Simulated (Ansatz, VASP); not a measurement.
**Two plane-wave programs on TiO2**

```
Ti O
1.0
     4.64306    0.00000    0.00000
     0.00000    4.64306    0.20313
     0.00000    0.12968    2.96402
Ti O
2 4
Direct
  0.00000 0.00000 0.00000
  0.50000 0.50000 0.50000
  0.30511 0.30511 0.00000
  0.19489 0.80511 0.50000
  0.69489 0.69489 0.00000
  0.80511 0.19489 0.50000
```

Change from the starting cell: strain +0.0875 x Voigt [0, 0, 0, 1, 0, 0], atoms carried along.

Alike in both runs: task single point; functional PBE; k mesh 6 × 6 × 10; occupations gaussian, width 0.05 eV; no spin polarisation.

|  | VASP | Ansatz |
| --- | --- | --- |
| version | VASP 6.6.1 | Ansatz 0.2.0 |
| potentials or method | VASP PAW PBE potentials, release 64 (Ti_sv, O), cutoff 520 eV | scalar-relativistic, plane waves, PAW |
| valence electrons in the cell | 48 | 48 |

Ansatz gave:

```
gap on the k mesh at the Fermi level (eV)                     : 1.82
least direct gap on the mesh (eV)                             : 1.88
pressure (GPa)                                                : 1.7
traceless stress, the component that is largest in VASP (GPa) : -11.89
rms of the force components (eV/Å)                            : 0.208
```

Task: Which values does VASP return?

Result: gap on the k mesh at the Fermi level (eV): 1.79; least direct gap on the mesh (eV): 1.85; pressure (GPa): 2.3; traceless stress, the component that is largest in VASP (GPa): -12.05; rms of the force components (eV/Å): 0.223.

Atom by atom the forces differ by 0.018 eV/Å (rms over components).
